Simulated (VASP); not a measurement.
# Sb (I4/mmm) in VASP: notebook, part 2 of 2

VASP 6.6.1. Earlier steps stand in the parts before.

### Step 3. Single point, PBE

This run uses another cell than the first one, of 32.62 Å³/atom, 1.147 times its volume.

INCAR

```
SYSTEM = Sb
ALGO = Normal
EDIFF = 1E-6
ENCUT = 520
GGA = PE
ISIF = 2
ISMEAR = 0
LASPH = .True.
LCHARG = .False.
LREAL = .False.
LWAVE = .False.
NBANDS = 14
NELM = 80
PREC = Accurate
SIGMA = 0.1
```

KPOINTS

```
k-points
0
Gamma
  6 6 6
  0 0 0
```

POSCAR

```
Sb
1.0
   -2.7959248812      2.7959248812      3.1294022845
    2.7959248812     -2.7959248812      3.1294022845
    2.7959248812      2.7959248812     -3.1294022845
Sb
3
Direct
    0.7500000000      0.2500000000      0.5000000000
    0.2500000000      0.7500000000      0.5000000000
    0.5000000000      0.5000000000      0.0000000000
```

Potentials or basis: VASP PAW PBE potentials, release 64 (Sb).

Started as:

```
> cat potpaw_PBE.64/Sb/POTCAR > POTCAR
> mpirun -np 1 vasp_std > vasp.out
```

OUTCAR:

```text
SYSTEM = Sb
   EDIFF = 1E-6
   ENCUT = 520
   GGA = PE
   ISIF = 2
   ISMEAR = 0
   LASPH = .True.
   LREAL = .False.
   NELM = 80
   PREC = Accurate

 ion  position               nearest neighbor table
   1  0.750  0.250  0.500-   2 3.13   2 3.13   3 3.20   3 3.20   3 3.20   3 3.20
   2  0.250  0.750  0.500-   1 3.13   1 3.13   3 3.20   3 3.20   3 3.20   3 3.20
   3  0.500  0.500  0.000-   1 3.20   2 3.20   1 3.20   2 3.20   2 3.20   1 3.20   2 3.20   1 3.20

  LATTYP: Found a body centered tetragonal cell.
 ALAT       =     5.5918497624
 C/A-ratio  =     1.1192726620

  Lattice vectors:

 A1 = (  -2.7959248812,   2.7959248812,   3.1294022845)
 A2 = (   2.7959248812,  -2.7959248812,   3.1294022845)
 A3 = (   2.7959248812,   2.7959248812,  -3.1294022845)

Analysis of symmetry for initial positions (statically):
=====================================================================
 Subroutine PRICEL returns:
 Original cell was already a primitive cell.

 Routine SETGRP: Setting up the symmetry group for a
 body centered tetragonal supercell.

 Subroutine GETGRP returns: Found 16 space group operations
 (whereof 16 operations were pure point group operations)
 out of a pool of 16 trial point group operations.

The static configuration has the point symmetry D_4h.

Analysis of symmetry for dynamics (positions and initial velocities):
=====================================================================
 Subroutine PRICEL returns:
 Original cell was already a primitive cell.

 Routine SETGRP: Setting up the symmetry group for a
 body centered tetragonal supercell.

 Subroutine GETGRP returns: Found 16 space group operations
 (whereof 16 operations were pure point group operations)
 out of a pool of 16 trial point group operations.

The dynamic configuration has the point symmetry D_4h.

 Subroutine INISYM returns: Found 16 space group operations
 (whereof 16 operations are pure point group operations),
 and found     1 'primitive' translations

----------------------------------------------------------------------------------------

                                     Primitive cell

  volume of cell :      97.8526

  direct lattice vectors                    reciprocal lattice vectors
    -2.795924881  2.795924881  3.129402284     0.000000000  0.178831700  0.159774920
     2.795924881 -2.795924881  3.129402284     0.178831700  0.000000000  0.159774920
     2.795924881  2.795924881 -3.129402284     0.178831700  0.178831700  0.000000000

  length of vectors
     5.042573801  5.042573801  5.042573801     0.239809929  0.239809929  0.252906216

  position of ions in fractional coordinates (direct lattice)
     0.750000000  0.250000000  0.500000000
     0.250000000  0.750000000  0.500000000
     0.500000000  0.500000000  0.000000000

  ion indices of the primitive-cell ions
   primitive index   ion index
                 1           1
                 2           2
                 3           3

----------------------------------------------------------------------------------------

 KPOINTS: k-points

Automatic generation of k-mesh.
 Grid dimensions read from file:
 generate k-points for:    6    6    6

 Generating k-lattice:

  Cartesian coordinates                     Fractional coordinates (reciprocal lattice)
[... 41 lines left out ...]
 [... further k-points ...]
   k-points           NKPTS =     30   k-points in BZ     NKDIM =     30   number of bands    NBANDS=     14
   number of dos      NEDOS =    301   number of ions     NIONS =      3
   total plane-waves  NPLWV =  64000
   dimension x,y,z NGX =    40 NGY =   40 NGZ =   40
   dimension x,y,z NGXF=    80 NGYF=   80 NGZF=   80
   ions per type =               3
   NGX,Y,Z   is equivalent  to a cutoff of  13.19, 13.19, 13.19 a.u.
   NGXF,Y,Z  is equivalent  to a cutoff of  26.37, 26.37, 26.37 a.u.
 SYSTEM =  Sb
   PREC   = accura    normal or accurate (medium, high low for compatibility)
   ISTART =      0    job   : 0-new  1-cont  2-samecut
   ICHARG =      2    charge: 1-file 2-atom 10-const
   ISPIN  =      1    spin polarized calculation?
   LNONCOLLINEAR =      F non collinear calculations
   LSORBIT =      F    spin-orbit coupling
   LASPH  =      T    aspherical Exc in radial PAW
   ENCUT  =  520.0 eV  38.22 Ry    6.18 a.u.   9.38  9.38  9.38*2*pi/ulx,y,z
   NELM   =     80;   NELMIN=  2; NELMDL= -5     # of ELM steps
   EDIFF  = 0.1E-05   stopping-criterion for ELM
   LREAL  =      F    real-space projection
   EDIFFG = 0.1E-04   stopping-criterion for IOM
   NSW    =      0    number of steps for IOM
   IBRION =     -1    ionic relax: 0-MD 1-quasi-New 2-CG
   NFREE  =      0    steps in history (QN), initial steepest desc. (CG)
   ISIF   =      2    stress and relaxation
   ISYM   =      2    0-nonsym 1-usesym 2-fastsym
   POTIM  = 0.5000    time-step for ionic-motion
   TEBEG  =    0.0;   TEEND  =   0.0 temperature during run
   PSTRESS=    0.0 pullay stress
   NELECT =      15.0000    total number of electrons
   NUPDOWN=      -1.0000    fix difference up-down
   EMIN   =  10.00;   EMAX   =-10.00  energy-range for DOS
   EFERMI =   0.00;   METHOD = LEGACY
   ISMEAR =     0;   SIGMA  =   0.10  broadening in eV -4-tet -1-fermi 0-gaus
   EFERMI_NEDOS =   21; number of points for ismear=-14 and -15
   IALGO  =     38    algorithm
   IMIX   =      4    mixing-type and parameters
     AMIX     =   0.40;   BMIX     =  1.00
     AMIX_MAG =   1.60;   BMIX_MAG =  1.00
  volume/ion in A,a.u.               =      32.62       220.11
  Fermi-wavevector in a.u.,A,eV,Ry     =   0.876155  1.655694 10.444488  0.767648
  Thomas-Fermi vector in A             =   1.995926
   LORBIT       =      0    0 simple, 1 ext, 2 COOP (PROOUT), +10 PAW based schemes
   GGA     = PE    functional components
   LHFCALC =     F    Hartree Fock is set to
   AEXX    =    0.0000 exact exchange contribution
   IVDW    =     0    specifies the selected vdW correction
   LEPSILON=     F    determine dielectric tensor
   LRPA    =     F    only Hartree local field effects (RPA)
 non-spin polarized calculation
 Gauss-broadening in eV      SIGMA  =   0.10
  energy-cutoff  :      520.00
  volume of cell :       97.85
 maximum number of plane-waves:      2667
 NGX is ok and might be reduce to    40
   NGX = 19   NGY = 19   NGZ = 19

 number of electron      15.0000000 magnetization

 Free energy of the ion-electron system (eV)
  ---------------------------------------------------
  ext. energy  EPLUGINS =         0.00000000
  ---------------------------------------------------
  free energy    TOTEN  =       -11.51386056 eV

  energy without entropy =      -11.50731370  energy(sigma->0) =      -11.51058713

 E-fermi :   6.3553     XC(G=0):  -9.1576

 val. band max:        6.2998133120   @ k =   0.3333   0.3333   0.1667
 cond. band min:       6.3871282028   @ k =   0.1667   0.1667   0.0000
 fundamental gap:      0.0873148908
 Fermi energy:         6.3553005920

 k-point     1 :       0.0000    0.0000    0.0000
  band No.  band energies     occupation
      1      -5.9980      2.00000
      2      -0.6919      2.00000
      3      -0.1459      2.00000
      4       2.7537      2.00000
      5       3.4818      2.00000
      6       3.4818      2.00000
      7       4.8596      2.00000
      8       4.8596      2.00000
      9       4.9462      2.00000
     10       7.6149      0.00000
     11       7.6149      0.00000
     12       9.6433      0.00000
     13      10.5480      0.00000
     14      10.5598      0.00000
[... 377 lines left out ...]
      1      -5.0552      2.00000
      2      -2.6028      2.00000
      3      -1.0713      2.00000
      4       2.1786      2.00000
      5       2.7174      2.00000
      6       4.1959      2.00000
      7       5.4995      2.00000
      8       5.8812      2.00000
      9       6.4085      0.45222
     10       7.3732      0.00000
     11       9.7933      0.00000
     12      10.0804      0.00000
     13      11.0649      0.00000
     14      12.5369      0.00000

 [... further k-points ...]
[... 5 lines left out ...]
  --------------------------------------------------------------------------------------
  -------------------------------------------------------------------------------------
  Total       -0.0410514     -0.0410514     -0.0019434      0.0000000      0.0000000      0.0000000
  in kB       -0.6721504     -0.6721504     -0.0318192      0.0000000      0.0000000      0.0000000
  external PRESSURE =      -0.4587067 kB  Pullay stress =       0.0000000 kB

 VOLUME and BASIS-vectors are now :
 -----------------------------------------------------------------------------
  energy-cutoff  :      520.00
  volume of cell :       97.85
      direct lattice vectors                 reciprocal lattice vectors
    -2.795924881  2.795924881  3.129402284     0.000000000  0.178831700  0.159774920
     2.795924881 -2.795924881  3.129402284     0.178831700  0.000000000  0.159774920
     2.795924881  2.795924881 -3.129402284     0.178831700  0.178831700  0.000000000

 POSITION                                       TOTAL-FORCE (eV/Angst)
 -----------------------------------------------------------------------------------
     -0.00000      2.79592      1.56470         0.000000      0.000000     -0.000000
      2.79592     -0.00000      1.56470        -0.000000     -0.000000      0.000000
      0.00000      0.00000      3.12940        -0.000000      0.000000     -0.000000
 -----------------------------------------------------------------------------------
    total drift:                                0.000000      0.000000     -0.000000

  FREE ENERGIE OF THE ION-ELECTRON SYSTEM (eV)
  ---------------------------------------------------
  free  energy   TOTEN  =       -11.5138605558 eV

  energy  without entropy=      -11.5073136955  energy(sigma->0) =      -11.51058713
```

stdout:

```text
POSCAR found type information on POSCAR Sb
 POSCAR found :  1 types and       3 ions
 scaLAPACK will be used
 LDA part: xc-table for (Slater+PW92), standard interpolation
 POSCAR, INCAR and KPOINTS ok, starting setup
 FFT: planning ... GRIDC
 FFT: planning ... GRID_SOFT
 FFT: planning ... GRID
 WAVECAR not read
 entering main loop
```

Wall time 44 s (1 thread of Intel Xeon Platinum 8259CL at 2.50GHz (Skylake/Cascade Lake), shared host); peak memory 0.24 GiB.

What came out:

```yaml
Free_energy: -11.5139 eV
Pressure: 0.0 GPa
```

Levels at points of the mesh, in eV from the Fermi level:
```csv
k point,band 5,band 6,band 7,band 8,band 9,band 10
"(0.00, 0.00, 0.00)",-2.87,-2.87,-1.50,-1.50,-1.41,1.26
"(0.50, 0.00, 0.00)",-3.10,-1.65,-1.58,-0.89,0.85,1.50
"(0.50, 0.50, 0.00)",-3.85,-1.84,-0.15,0.55,1.23,1.99
"(0.50, 0.50, 0.50)",-5.10,-3.49,0.71,1.31,1.31,3.41
```

Caveat: spin-orbit coupling is left out, which moves the levels of the heavy elements.

### Step 4. Relaxation of cell and atoms, PBE

INCAR

```
PREC = Accurate ; ENCUT = 600
EDIFF = 1E-7 ; ISMEAR = 0
SIGMA = 0.1 ; LREAL = False
LASPH = True ; NELM = 60
ALGO = Normal ; ISIF = 3
LWAVE = False ; LCHARG = False
GGA = PE ; IBRION = 2
NSW = 90 ; EDIFFG = -0.04
```

KPOINTS

```
regular mesh
0
Gamma
  6 6 6
```

POSCAR

```
Sb
1.0
   -2.5905803800      2.5905803800      3.1773298000
    2.5905803800     -2.5905803800      3.1773298000
    2.5905803800      2.5905803800     -3.1773298000
Sb
3
Direct
    0.7500000000      0.2500000000      0.5000000000
    0.2500000000      0.7500000000      0.5000000000
    0.5000000000      0.5000000000      0.0000000000
```

Potentials or basis: VASP PAW PBE potentials, release 64 (Sb).

Started as:

```
> cat potpaw_PBE.64/Sb/POTCAR > POTCAR
> mpirun -np 1 vasp_std > vasp.out
```

OUTCAR:

```text
PREC = Accurate
   ENCUT = 600
   EDIFF = 1E-7
   ISMEAR = 0
   LREAL = False
   LASPH = True
   NELM = 60
   ISIF = 3
   GGA = PE
   IBRION = 2
   NSW = 90
   EDIFFG = -0.04

 ion  position               nearest neighbor table
   1  0.750  0.250  0.500-   3 3.04   3 3.04   3 3.04   3 3.04   2 3.18   2 3.18   2 3.66   2 3.66
                             2 3.66   2 3.66
   2  0.250  0.750  0.500-   3 3.04   3 3.04   3 3.04   3 3.04   1 3.18   1 3.18   1 3.66   1 3.66
                             1 3.66   1 3.66
   3  0.500  0.500  0.000-   2 3.04   1 3.04   2 3.04   1 3.04   1 3.04   2 3.04   1 3.04   2 3.04

  LATTYP: Found a body centered tetragonal cell.
 ALAT       =     5.1811607600
 C/A-ratio  =     1.2264934238

  Lattice vectors:

 A1 = (  -2.5905803800,   2.5905803800,   3.1773298000)
 A2 = (   2.5905803800,  -2.5905803800,   3.1773298000)
 A3 = (   2.5905803800,   2.5905803800,  -3.1773298000)

Analysis of symmetry for initial positions (statically):
=====================================================================
 Subroutine PRICEL returns:
 Original cell was already a primitive cell.

 Routine SETGRP: Setting up the symmetry group for a
 body centered tetragonal supercell.

 Subroutine GETGRP returns: Found 16 space group operations
 (whereof 16 operations were pure point group operations)
 out of a pool of 16 trial point group operations.

The static configuration has the point symmetry D_4h.

Analysis of symmetry for dynamics (positions and initial velocities):
=====================================================================
 Subroutine PRICEL returns:
 Original cell was already a primitive cell.

 Routine SETGRP: Setting up the symmetry group for a
 body centered tetragonal supercell.

 Subroutine GETGRP returns: Found 16 space group operations
 (whereof 16 operations were pure point group operations)
 out of a pool of 16 trial point group operations.

The dynamic configuration has the point symmetry D_4h.

[... 132 lines left out ...]
 non-spin polarized calculation
 Gauss-broadening in eV      SIGMA  =   0.10
  energy-cutoff  :      600.00
  volume of cell :       85.29
 maximum number of plane-waves:      2917
   NGX = 19   NGY = 19   NGZ = 19

--------------------------------------- Ionic step        1  -------------------------------------------

 number of electron      14.9999999 magnetization

 Free energy of the ion-electron system (eV)
  ---------------------------------------------------
  ext. energy  EPLUGINS =         0.00000000
  ---------------------------------------------------
  free energy    TOTEN  =       -11.14670706 eV

  energy without entropy =      -11.13593725  energy(sigma->0) =      -11.14132216

------------------------ aborting loop because EDIFF is reached ----------------------------------------

  FORCE on cell =-STRESS in cart. coord.  units (eV):
  Direction    XX          YY          ZZ          XY          YZ          ZX
  --------------------------------------------------------------------------------------
  -------------------------------------------------------------------------------------
  Total        5.2034411      5.2034411      3.1847886      0.0000000      0.0000000      0.0000000
  in kB       97.7428035     97.7428035     59.8239057      0.0000000      0.0000000      0.0000000
  external PRESSURE =      85.1031709 kB  Pullay stress =       0.0000000 kB
[... 209 lines left out ...]
--------------------------------------- Ionic step        7  -------------------------------------------

 number of electron      15.0000000 magnetization

 Free energy of the ion-electron system (eV)
  ---------------------------------------------------
  ext. energy  EPLUGINS =         0.00000000
  ---------------------------------------------------
  free energy    TOTEN  =       -11.51348918 eV

  energy without entropy =      -11.50701983  energy(sigma->0) =      -11.51025450

 E-fermi :   6.3394     XC(G=0):  -9.1535

 val. band max:        6.2790655100   @ k =   0.3333   0.3333   0.1667
 cond. band min:       6.3734277767   @ k =   0.1667   0.1667   0.0000
 fundamental gap:      0.0943622666
 Fermi energy:         6.3394371524

 k-point     1 :       0.0000    0.0000    0.0000
  band No.  band energies     occupation
      1      -6.0012      2.00000
      2      -0.7125      2.00000
      3      -0.1507      2.00000
      4       2.7608      2.00000
      5       3.4791      2.00000
      6       3.4791      2.00000
      7       4.8397      2.00000
      8       4.8397      2.00000
      9       4.9297      2.00000
     10       7.6076      0.00000
     11       7.6076      0.00000
[... 309 lines left out ...]
 k-point    24 :      -0.1667   -0.3333    0.1667
  band No.  band energies     occupation
      1      -5.0621      2.00000
      2      -2.6044      2.00000
      3      -1.0812      2.00000
      4       2.1731      2.00000
      5       2.7094      2.00000
      6       4.1860      2.00000
      7       5.4938      2.00000
      8       5.8662      2.00000
      9       6.3864      0.50622
     10       7.3643      0.00000
     11       9.7713      0.00000

 [... further k-points ...]
[... 5 lines left out ...]
  --------------------------------------------------------------------------------------
  -------------------------------------------------------------------------------------
  Total       -0.0447474     -0.0447474     -0.1033629      0.0000000      0.0000000      0.0000000
  in kB       -0.7319135     -0.7319135     -1.6906623      0.0000000      0.0000000      0.0000000
  external PRESSURE =      -1.0514964 kB  Pullay stress =       0.0000000 kB
[... 18 lines left out ...]
  FREE ENERGIE OF THE ION-ELECTRON SYSTEM (eV)
  ---------------------------------------------------
  free  energy   TOTEN  =       -11.5134891804 eV

  energy  without entropy=      -11.5070198289  energy(sigma->0) =      -11.51025450

 reached required accuracy - stopping structural energy minimisation
```

OSZICAR:

```text
N       E                     dE             d eps       ncg     rms          rms(c)
DAV:   1     0.792242265313E+02    0.79224E+02   -0.54155E+03   660   0.117E+03
DAV:   2    -0.559506706085E+01   -0.84819E+02   -0.81467E+02   856   0.179E+02
DAV:   3    -0.110403300364E+02   -0.54453E+01   -0.51756E+01   795   0.501E+01
[... 73 lines left out ...]
DAV:   5    -0.115134909293E+02    0.13271E-04   -0.29483E-04   710   0.121E-01    0.160E-02
DAV:   6    -0.115134878111E+02    0.31182E-05   -0.35457E-05   696   0.420E-02    0.738E-03
DAV:   7    -0.115134889401E+02   -0.11291E-05   -0.33249E-06   813   0.147E-02    0.265E-03
DAV:   8    -0.115134891106E+02   -0.17047E-06   -0.16166E-07   578   0.287E-03    0.794E-04
DAV:   9    -0.115134891804E+02   -0.69844E-07   -0.60309E-08   391   0.168E-03
   7 F= -.11513489E+02 E0= -.11510255E+02  d E =-.520897E-01
```

It took 2.8 min on 1 thread of Intel Xeon Platinum 8259CL at 2.50GHz (Skylake/Cascade Lake), shared host; peak memory 0.26 GiB.

Results:

```
Free energy                            : -11.5135 eV
Relaxed volume                         : 32.65 Å³/atom
Relaxed cell                           : a = 5.045 Å, b = 5.045 Å, c = 5.045 Å, α = 112.72°, β = 112.72°, γ = 103.14°
Space group after relaxing (to 0.05 Å) : I4/mmm (No. 139)
Energy gained by relaxing              : 122.3 meV/atom
Ionic steps                            : 7
Pressure after relaxing                : -0.1 GPa
```

Stress tensor (GPa, compression positive):
```
-0.07  0.00  0.00
 0.00 -0.07  0.00
 0.00  0.00 -0.17
```

The path:
```csv
step,energy change (eV),largest force (eV/Å),pressure (GPa),volume (Å³)
1,0.0000,0.0000,8.51,85.29
2,-0.2481,0.0000,-3.08,105.29
3,-0.3147,0.0000,-0.28,98.10
4,-0.3507,0.0000,-0.25,98.07
5,-0.3646,0.0000,-0.17,98.00
6,-0.3487,0.0000,0.25,97.74
7,-0.3668,0.0000,-0.11,97.95
```

Final structure:
```
Sb
1.0
    -2.79459    2.79459    3.13561
     2.79459   -2.79459    3.13561
     2.79459    2.79459   -3.13561
Sb
3
Direct
  0.75000 0.25000 0.50000
  0.25000 0.75000 0.50000
  0.50000 0.50000 0.00000
```

Caveat: spin-orbit coupling is left out, which moves the levels of the heavy elements.

### Step 5. Overview

| task | cell | cutoff (eV) | gap on the mesh (eV) | pressure (GPa) |
| --- | --- | --- | --- | --- |
| single point | a = 4.849 Å, angles 115.4, 115.4, 98.1°, 3 atoms | 520 | none | 8.5 |
| single point | a = 5.043 Å, angles 112.7, 112.7, 103.3°, 3 atoms | 520 | none | 0.0 |
| relaxation of cell and atoms | relaxed from a = 4.849 Å, angles 115.4, 115.4, 98.1°, 3 atoms | 600 | none | -0.1 |

Alike in all rows: level PBE; potentials or basis VASP PAW PBE potentials, release 64 (Sb); no spin polarisation; k mesh 6 × 6 × 6; smearing gaussian 0.1 eV.

Caveats: spin-orbit coupling is left out, which moves the levels of the heavy elements.

Total energies depend on the potentials used, so only differences within one code and one set of settings carry meaning.
